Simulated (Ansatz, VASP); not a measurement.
**One calculation of Ti, two programs**

```
Ti
1.0
     0.00000    1.98680    1.98680
     1.98680    0.00000    1.98680
     1.98680    1.98680    0.00000
Ti
1
Direct
  0.00000 0.00000 0.00000
```

Alike in both runs: task single point; functional BLYP; k mesh 15 × 15 × 15; occupations fermi-dirac, width 0.1 eV; no spin polarisation.

```csv
,VASP,Ansatz
version,VASP 6.6.1,Ansatz 0.2.0
potentials or method,"VASP PAW PBE potentials, release 64 (Ti_sv), cutoff 520 eV","plane waves (420 eV) with PAW, scalar-relativistic"
valence electrons in the cell,12,12
```

Ansatz gave:

* pressure (GPa): 16.1

Q: Estimate VASP's values.

A: Pressure (GPa): 15.9.

VASP's potentials were made for PBE, not for BLYP. With one functional, cell and mesh, what is left measures potentials, basis and numerics.
